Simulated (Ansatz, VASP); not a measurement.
# Two plane-wave programs on Rh

```
Rh
1.0
     1.36110    2.35750    0.00000
     0.00000    0.00000    4.39105
     4.08667   -2.35944    0.00000
Rh
4
Direct
  0.50000 0.75000 0.16658
  0.00000 0.75000 0.66658
  0.50000 0.25000 0.83342
  0.00000 0.25000 0.33342
```

Alike in both runs: functional PBE; k mesh 16 × 10 × 10; occupations gaussian, width 0.1 eV; no spin polarisation.

Ansatz relaxed the structure, and its values are those at the end. VASP's run is a single point on that final structure, the one shown.

|  | VASP | Ansatz |
| --- | --- | --- |
| version | VASP 6.6.1 | Ansatz 0.2.0 |
| potentials or method | VASP PAW PBE potentials, release 64 (Rh_pv), cutoff 520 eV | scalar-relativistic, plane waves, PAW |
| valence electrons in the cell | 60 | 68 |

```csv
,VASP,Ansatz,Ansatz less VASP
gap on the k mesh at the Fermi level (eV),none,none,-
pressure (GPa),0.0,-0.1,-0.05
```

A gap of «none» marks a metal or a gap that the smearing closes. VASP's potentials hold 60 valence electrons a cell and Ansatz's 68, so a difference there can come from the potentials and not from the codes.
